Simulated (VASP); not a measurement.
Write the native input for VASP 6.6.1 that does the following.

* Task: single point
* Functional: HSE06
* Potentials or basis: VASP PAW PBE potentials, release 64 (Mg, S)
* Cutoff: 520 eV
* k mesh: 6 × 6 × 6
* Occupations: gaussian, width 0.01 eV
* Spin: no spin polarisation
* Dipole correction: no
* Grid for exact exchange (PRECFOCK): Normal
* Further INCAR settings: ALGO = Normal; EDIFF = 1e-06; NBANDS = 11
* Screening parameter: 0.2079 1/Å

The system is MgS.

```
Mg S
1.0
     0.00000    2.83088    2.83088
     2.83088    0.00000    2.83088
     2.83088    2.83088    0.00000
Mg S
1 1
Direct
  0.00000 0.00000 0.00000
  0.25000 0.25000 0.25000
```

These files were run (other wordings do the same):

POSCAR

```
MgS
1.0
    0.0000000000      2.8308768412      2.8308768412
    2.8308768412      0.0000000000      2.8308768412
    2.8308768412      2.8308768412      0.0000000000
Mg S
1 1
Direct
    0.0000000000      0.0000000000      0.0000000000
    0.2500000000      0.2500000000      0.2500000000
```

INCAR.step1

```
SYSTEM = MgS
PREC = Accurate ; ENCUT = 520
EDIFF = 1E-5 ; ISMEAR = 0
SIGMA = 0.01 ; LREAL = .False.
LASPH = .True. ; NELM = 100
ALGO = Normal ; ISIF = 2
LWAVE = .True. ; GGA = PE
NBANDS = 11
```

INCAR.step2

```
SYSTEM = MgS
PREC = Accurate ; ENCUT = 520
EDIFF = 1E-6 ; ISMEAR = 0
SIGMA = 0.01 ; LREAL = .False.
LASPH = .True. ; NELM = 100
ALGO = Normal ; ISIF = 2
LWAVE = .False. ; LCHARG = .True.
GGA = PE ; LHFCALC = .True.
HFSCREEN = 0.2079 ; PRECFOCK = Normal
LELF = .True. ; LVHAR = .True.
ISTART = 1 ; NBANDS = 11
```

KPOINTS

```
regular mesh
0
Gamma
  6 6 6
  0 0 0
```

Potentials or basis: VASP PAW PBE potentials, release 64 (Mg, S).

The run is started by

```console
$ cat potpaw_PBE.64/Mg/POTCAR potpaw_PBE.64/S/POTCAR > POTCAR
$ cp INCAR.step1 INCAR
$ mpirun -np 1 vasp_std > vasp.out
$ cp INCAR.step2 INCAR
$ mpirun -np 1 vasp_std > vasp.out
```

Results of the run:

The pressure is -0.1 GPa. The band gap on the k mesh is 4.51 eV, direct.

Caveat: the PAW data sets were made with another functional, which shifts forces and pressure a little.

Run time: 16 min on 1 thread of Intel(R) Xeon(R) Platinum 8375C CPU @ 2.90GHz (Ice Lake) (shared host), peak memory 0.29 GiB.
